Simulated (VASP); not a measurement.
# BAs (F-43m) in VASP: notebook

BAs is run at these levels: PBE; tasks: single point.

Everything below comes from runs of VASP 6.6.1. Logs are shortened: lines on timing, memory, paths and dates and some standing lists are left out, and cuts for length are marked.

## (1) The cell of the first run

It takes space group F-43m (No. 216, cubic). Conventional cell: a = 4.777 Å, b = 4.777 Å, c = 4.777 Å, α = 90.00°, β = 90.00°, γ = 90.00°. As (site symmetry -43m) has 4 B at 2.07 Å within 2.7 Å. B (site symmetry -43m) has 4 As at 2.07 Å within 2.7 Å.

## (2) Single point, PBE

The input, INCAR:

```
PREC = Accurate
ENCUT = 520
EDIFF = 1E-6
ISMEAR = 0
SIGMA = 0.1
LREAL = False
LASPH = True
NELM = 100
ALGO = Normal
ISIF = 2
LWAVE = False
LCHARG = False
GGA = PE
NBANDS = 11
```

The input, KPOINTS:

```
regular mesh
0
Gamma
  7 7 7
```

The input, POSCAR:

```
BAs
1.0
    0.0000000000      2.3885000000      2.3885000000
    2.3885000000      0.0000000000      2.3885000000
    2.3885000000      2.3885000000      0.0000000000
As B
1 1
Direct
    0.7500000000      0.7500000000      0.7500000000
    0.0000000000      0.0000000000      0.0000000000
```

Potentials or basis: VASP PAW PBE potentials, release 64 (As, B).

The run is started by

```
cat potpaw_PBE.64/As/POTCAR potpaw_PBE.64/B/POTCAR > POTCAR
mpirun -np 1 vasp_std > vasp.out
```

OUTCAR:

```text
PREC = Accurate
   ENCUT = 520
   EDIFF = 1E-6
   ISMEAR = 0
   LREAL = False
   LASPH = True
   NELM = 100
   ISIF = 2
   GGA = PE

 ion  position               nearest neighbor table
   1  0.750  0.750  0.750-   2 2.07   2 2.07   2 2.07   2 2.07
   2  0.000  0.000  0.000-   1 2.07   1 2.07   1 2.07   1 2.07

  LATTYP: Found a face centered cubic cell.
 ALAT       =     4.7770000000

  Lattice vectors:

 A1 = (   0.0000000000,   2.3885000000,   2.3885000000)
 A2 = (   2.3885000000,   0.0000000000,   2.3885000000)
 A3 = (   2.3885000000,   2.3885000000,   0.0000000000)

Analysis of symmetry for initial positions (statically):
=====================================================================
 Subroutine PRICEL returns:
 Original cell was already a primitive cell.

 Routine SETGRP: Setting up the symmetry group for a
 face centered cubic supercell.

 Subroutine GETGRP returns: Found 24 space group operations
 (whereof 24 operations were pure point group operations)
 out of a pool of 48 trial point group operations.

The static configuration has the point symmetry T_d .

Analysis of symmetry for dynamics (positions and initial velocities):
=====================================================================
 Subroutine PRICEL returns:
 Original cell was already a primitive cell.

 Routine SETGRP: Setting up the symmetry group for a
 face centered cubic supercell.

 Subroutine GETGRP returns: Found 24 space group operations
 (whereof 24 operations were pure point group operations)
 out of a pool of 48 trial point group operations.

The dynamic configuration has the point symmetry T_d .

 Subroutine INISYM returns: Found 24 space group operations
 (whereof 24 operations are pure point group operations),
 and found     1 'primitive' translations

----------------------------------------------------------------------------------------

                                     Primitive cell

  volume of cell :      27.2525

  direct lattice vectors                    reciprocal lattice vectors
     0.000000000  2.388500000  2.388500000    -0.209336404  0.209336404  0.209336404
     2.388500000  0.000000000  2.388500000     0.209336404 -0.209336404  0.209336404
     2.388500000  2.388500000  0.000000000     0.209336404  0.209336404 -0.209336404

  length of vectors
     3.377849094  3.377849094  3.377849094     0.362581287  0.362581287  0.362581287

  position of ions in fractional coordinates (direct lattice)
     0.750000000  0.750000000  0.750000000
     0.000000000  0.000000000  0.000000000

  ion indices of the primitive-cell ions
   primitive index   ion index
                 1           1
                 2           2

----------------------------------------------------------------------------------------

 KPOINTS: regular mesh

Automatic generation of k-mesh.
 Grid dimensions read from file:
 generate k-points for:    7    7    7

 Generating k-lattice:

  Cartesian coordinates                     Fractional coordinates (reciprocal lattice)
    -0.029905201  0.029905201  0.029905201     0.142857143  0.000000000  0.000000000
     0.029905201 -0.029905201  0.029905201     0.000000000  0.142857143  0.000000000
     0.029905201  0.029905201 -0.029905201     0.000000000  0.000000000  0.142857143

  Length of vectors
     0.051797327  0.051797327  0.051797327

  Shift w.r.t. Gamma in fractional coordinates (k-lattice)
     0.000000000  0.000000000  0.000000000

 Subroutine IBZKPT returns following result:
 ===========================================

 Found     20 irreducible k-points:

 Following reciprocal coordinates:
            Coordinates               Weight
  0.000000  0.000000  0.000000      1.000000
  0.142857  0.000000  0.000000      8.000000
  0.285714  0.000000  0.000000      8.000000
  0.428571  0.000000  0.000000      8.000000
  0.142857  0.142857  0.000000      6.000000
  0.285714  0.142857  0.000000     24.000000
[... 12 lines left out ...]
 -0.428571  0.428571  0.142857     24.000000
 -0.285714  0.428571  0.142857     24.000000
   k-points           NKPTS =     20   k-points in BZ     NKDIM =     20   number of bands    NBANDS=     11
   number of dos      NEDOS =    301   number of ions     NIONS =      2
   total plane-waves  NPLWV =  21952
   dimension x,y,z NGX =    28 NGY =   28 NGZ =   28
   dimension x,y,z NGXF=    56 NGYF=   56 NGZF=   56
   ions per type =               1   1
   NGX,Y,Z   is equivalent  to a cutoff of  13.78, 13.78, 13.78 a.u.
   NGXF,Y,Z  is equivalent  to a cutoff of  27.56, 27.56, 27.56 a.u.
 SYSTEM =  unknown system
   PREC   = accura    normal or accurate (medium, high low for compatibility)
   ISTART =      0    job   : 0-new  1-cont  2-samecut
   ICHARG =      2    charge: 1-file 2-atom 10-const
   ISPIN  =      1    spin polarized calculation?
   LNONCOLLINEAR =      F non collinear calculations
   LSORBIT =      F    spin-orbit coupling
   LASPH  =      T    aspherical Exc in radial PAW
   ENCUT  =  520.0 eV  38.22 Ry    6.18 a.u.   6.28  6.28  6.28*2*pi/ulx,y,z
   NELM   =    100;   NELMIN=  2; NELMDL= -5     # of ELM steps
   EDIFF  = 0.1E-05   stopping-criterion for ELM
   LREAL  =      F    real-space projection
   EDIFFG = 0.1E-04   stopping-criterion for IOM
   NSW    =      0    number of steps for IOM
   IBRION =     -1    ionic relax: 0-MD 1-quasi-New 2-CG
   NFREE  =      0    steps in history (QN), initial steepest desc. (CG)
   ISIF   =      2    stress and relaxation
   ISYM   =      2    0-nonsym 1-usesym 2-fastsym
   POTIM  = 0.5000    time-step for ionic-motion
   TEBEG  =    0.0;   TEEND  =   0.0 temperature during run
   PSTRESS=    0.0 pullay stress
   NELECT =       8.0000    total number of electrons
   NUPDOWN=      -1.0000    fix difference up-down
   EMIN   =  10.00;   EMAX   =-10.00  energy-range for DOS
   EFERMI =   0.00;   METHOD = LEGACY
   ISMEAR =     0;   SIGMA  =   0.10  broadening in eV -4-tet -1-fermi 0-gaus
   EFERMI_NEDOS =   21; number of points for ismear=-14 and -15
   IALGO  =     38    algorithm
   IMIX   =      4    mixing-type and parameters
     AMIX     =   0.40;   BMIX     =  1.00
     AMIX_MAG =   1.60;   BMIX_MAG =  1.00
  volume/ion in A,a.u.               =      13.63        91.95
  Fermi-wavevector in a.u.,A,eV,Ry     =   1.088018  2.056057 16.106360  1.183784
  Thomas-Fermi vector in A             =   2.224191
   LORBIT       =      0    0 simple, 1 ext, 2 COOP (PROOUT), +10 PAW based schemes
   GGA     = PE    functional components
   LHFCALC =     F    Hartree Fock is set to
   AEXX    =    0.0000 exact exchange contribution
   IVDW    =     0    specifies the selected vdW correction
   LEPSILON=     F    determine dielectric tensor
   LRPA    =     F    only Hartree local field effects (RPA)
 non-spin polarized calculation
 Gauss-broadening in eV      SIGMA  =   0.10
  energy-cutoff  :      520.00
  volume of cell :       27.25
 maximum number of plane-waves:       748
 NGX is ok and might be reduce to    28
   NGX = 13   NGY = 13   NGZ = 13

 number of electron       8.0000000 magnetization

 Free energy of the ion-electron system (eV)
  ---------------------------------------------------
  ext. energy  EPLUGINS =         0.00000000
  ---------------------------------------------------
  free energy    TOTEN  =       -11.39992268 eV

  energy without entropy =      -11.39992268  energy(sigma->0) =      -11.39992268

 E-fermi :   6.5978     XC(G=0): -10.5830

 val. band max:        6.1287727128   @ k =   0.0000   0.0000   0.0000
 cond. band min:       7.3245110880   @ k =   0.4286   0.4286   0.0000
 fundamental gap:      1.1957383752
 Fermi energy:         6.5977532020

 k-point     1 :       0.0000    0.0000    0.0000
  band No.  band energies     occupation
      1      -9.2732      2.00000
      2       6.1288      2.00000
      3       6.1288      2.00000
      4       6.1288      2.00000
      5       9.4042      0.00000
      6       9.4042      0.00000
      7       9.4042      0.00000
      8      10.8157      0.00000
      9      15.7110      0.00000
     10      19.0776      0.00000
     11      19.0776      0.00000

 k-point     2 :       0.1429    0.0000    0.0000
  band No.  band energies     occupation
      1      -8.9395      2.00000
      2       3.7418      2.00000
      3       5.5872      2.00000
      4       5.5872      2.00000
      5       9.4878      0.00000
      6      10.1147      0.00000
      7      10.1147      0.00000
      8      12.3843      0.00000
      9      16.8772      0.00000
     10      17.5826      0.00000
     11      17.5826      0.00000

 k-point     3 :       0.2857    0.0000    0.0000
  band No.  band energies     occupation
      1      -7.9807      2.00000
      2       0.3852      2.00000
      3       4.8067      2.00000
      4       4.8067      2.00000
      5       9.1000      0.00000
      6      10.8923      0.00000
      7      10.8923      0.00000
      8      14.4415      0.00000
      9      17.4456      0.00000
     10      17.5980      0.00000
     11      17.5980      0.00000

 k-point     4 :       0.4286    0.0000    0.0000
  band No.  band energies     occupation
      1      -6.7028      2.00000
      2      -2.1937      2.00000
      3       4.3636      2.00000
      4       4.3636      2.00000
      5       8.8523      0.00000
      6      10.9307      0.00000
      7      10.9307      0.00000
      8      14.9988      0.00000
      9      18.4659      0.00000
     10      19.7958      0.00000
     11      19.7958      0.00000
[... 183 lines left out ...]
 k-point    18 :      -0.4286    0.2857    0.1429
  band No.  band energies     occupation
      1      -5.9446      2.00000
      2      -1.6554      2.00000
      3       1.1959      2.00000
      4       2.8465      2.00000
      5      10.1863      0.00000
      6      11.1902      0.00000
      7      13.1231      0.00000
      8      14.9788      0.00000
      9      16.9096      0.00000
     10      19.9171      0.00000
     11      22.0363      0.00000

 k-point    19 :      -0.4286    0.4286    0.1429
  band No.  band energies     occupation
      1      -5.4358      2.00000
      2      -1.6814      2.00000
      3       1.1499      2.00000
      4       1.6771      2.00000
      5       9.2731      0.00000
      6       9.8829      0.00000
      7      14.2146      0.00000
      8      16.4287      0.00000
      9      18.0538      0.00000
     10      21.3040      0.00000
     11      22.6476      0.00000

 k-point    20 :      -0.2857    0.4286    0.1429
  band No.  band energies     occupation
      1      -5.1020      2.00000
      2      -1.8855      2.00000
      3       0.2512      2.00000
      4       1.8210      2.00000
      5       9.9672      0.00000
      6      12.4513      0.00000
      7      13.4024      0.00000
      8      14.1919      0.00000
      9      17.5524      0.00000
     10      20.4252      0.00000
     11      22.6004      0.00000

------------------------ aborting loop because EDIFF is reached ----------------------------------------

  FORCE on cell =-STRESS in cart. coord.  units (eV):
  Direction    XX          YY          ZZ          XY          YZ          ZX
  --------------------------------------------------------------------------------------
  -------------------------------------------------------------------------------------
  Total        0.5837582      0.5837582      0.5837582      0.0000000      0.0000000      0.0000000
  in kB       34.3192550     34.3192550     34.3192550      0.0000000      0.0000000      0.0000000
  external PRESSURE =      34.3192550 kB  Pullay stress =       0.0000000 kB

 VOLUME and BASIS-vectors are now :
 -----------------------------------------------------------------------------
  energy-cutoff  :      520.00
  volume of cell :       27.25
      direct lattice vectors                 reciprocal lattice vectors
     0.000000000  2.388500000  2.388500000    -0.209336404  0.209336404  0.209336404
     2.388500000  0.000000000  2.388500000     0.209336404 -0.209336404  0.209336404
     2.388500000  2.388500000  0.000000000     0.209336404  0.209336404 -0.209336404

 POSITION                                       TOTAL-FORCE (eV/Angst)
 -----------------------------------------------------------------------------------
      3.58275      3.58275      3.58275         0.000000      0.000000      0.000000
      0.00000      0.00000      0.00000        -0.000000     -0.000000     -0.000000
 -----------------------------------------------------------------------------------
    total drift:                                0.000000      0.000000      0.000000

  FREE ENERGIE OF THE ION-ELECTRON SYSTEM (eV)
  ---------------------------------------------------
  free  energy   TOTEN  =       -11.3999226765 eV

  energy  without entropy=      -11.3999226765  energy(sigma->0) =      -11.39992268
```

Wall time 9.1 s (1 thread of Intel Xeon Platinum 8259CL at 2.50GHz (Skylake/Cascade Lake), shared host); peak memory 0.15 GiB.

Results:

```
Free energy            : -11.3999 eV
Pressure               : 3.4 GPa
Band gap on the k mesh : 1.20 eV, indirect (least direct gap 3.28 eV)
```

A k mesh can miss the band edges. As with any semilocal functional, this PBE gap is likely too small.

## (3) Single point, PBE

The input, INCAR:

```
SYSTEM = BAs
PREC = Accurate
ENCUT = 520
EDIFF = 1E-7
ISMEAR = 0
SIGMA = 0.1
LREAL = .False.
LASPH = .True.
NELM = 80
ALGO = Normal
ISIF = 2
LWAVE = .False.
LCHARG = .True.
GGA = PE
LELF = .True.
LVHAR = .True.
NBANDS = 11
```

The input, KPOINTS:

```
regular mesh
0
Gamma
  9 9 9
  0 0 0
```

POSCAR is that of step 2.

Potentials or basis: VASP PAW PBE potentials, release 64 (As, B).

The run is started by

```
cat potpaw_PBE.64/As/POTCAR potpaw_PBE.64/B/POTCAR > POTCAR
mpirun -np 1 vasp_std > vasp.out
```

Run time: 15 s. Hardware: 1 thread of Intel Xeon Platinum 8259CL at 2.50GHz (Skylake/Cascade Lake), shared host; peak memory 0.16 GiB.

The run converged. Its results:

```yaml
Free_energy: -11.4058 eV
Pressure: 3.4 GPa
Band_gap_on_the_k_mesh: 1.23 eV, indirect (least direct gap 3.28 eV)
```

Levels at points of the mesh, in eV from the valence-band top:
```tsv
k point	band 2	band 3	band 4	band 5	band 6	band 7
(0.00, 0.00, 0.00)	0.00	0.00	0.00	3.28	3.28	3.28
```

A k mesh can miss the band edges. Expect the measured gap to be larger: semilocal functionals such as PBE lack the derivative discontinuity.

## (4) Single point, PBE

The input, INCAR:

```
  ALGO = Normal
  EDIFF = 1E-7
  ENCUT = 520
  GGA = PE
  ISIF = 2
  ISMEAR = 0
  LASPH = True
  LCHARG = False
  LREAL = False
  LWAVE = False
  NBANDS = 11
  NELM = 100
  PREC = Accurate
  SIGMA = 0.1
```

The input, KPOINTS:

```
k-points
0
Gamma
  11 11 11
```

POSCAR is that of step 3.

The run is started by

```
cat potpaw_PBE.64/As/POTCAR potpaw_PBE.64/B/POTCAR > POTCAR
mpirun -np 1 vasp_std > vasp.out
```

Run time: 21 s. Hardware: 1 thread of Intel Xeon Platinum 8259CL at 2.50GHz (Skylake/Cascade Lake), shared host; peak memory 0.16 GiB.

The run converged. Its results:

```yaml
Free_energy: -11.4066 eV
Pressure: 3.4 GPa
Band_gap_on_the_k_mesh: 1.20 eV, indirect (least direct gap 3.28 eV)
```

Levels at points of the mesh, in eV from the valence-band top:
| k point | band 1 | band 2 | band 3 | band 4 | band 5 | band 6 | band 7 | band 8 | band 9 |
| --- | --- | --- | --- | --- | --- | --- | --- | --- | --- |
| (0.00, 0.00, 0.00) | -15.40 | 0.00 | 0.00 | 0.00 | 3.28 | 3.28 | 3.28 | 4.69 | 9.58 |

A k mesh can miss the band edges. PBE gaps usually lie below the measured ones, often by a third to a half.

(Continued in part 2 of 2.)
